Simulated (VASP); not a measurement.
Input of a VASP 6.6.1 run:

Contents of INCAR:

```
SYSTEM = Al2Cu
ALGO = Normal
EDIFF = 1E-6
ENCUT = 520
GGA = PE
ISIF = 2
ISMEAR = 0
LASPH = .TRUE.
LCHARG = .FALSE.
LREAL = .FALSE.
LWAVE = .FALSE.
NBANDS = 16
NELM = 100
PREC = Accurate
SIGMA = 0.1
```

Contents of KPOINTS:

```
k-points
0
G
  12 12 16
  0 0 0
```

POSCAR

```
Al2Cu
1.0
    4.5127623933      0.0000000000      0.0000000000
   -2.2563811966      3.9081668738      0.0000000000
    0.0000000000      0.0000000000      2.6674361038
Al Cu
2 1
Direct
    0.3333333333      0.6666666667      0.5000000000
    0.6666666667      0.3333333333      0.5000000000
    0.0000000000      0.0000000000      0.0000000000
```

Potentials or basis: VASP PAW PBE potentials, release 64 (Al, Cu).

Launch:

```bash
$ cat potpaw_PBE.64/Al/POTCAR potpaw_PBE.64/Cu/POTCAR > POTCAR
$ mpirun -np 1 vasp_std > vasp.out
```

Question: Predict the pressure.

Answer: 0.1 GPa.

Stress tensor (GPa, compression positive):
```
0.05 0.00 0.00
0.00 0.05 0.00
0.00 0.00 0.19
```
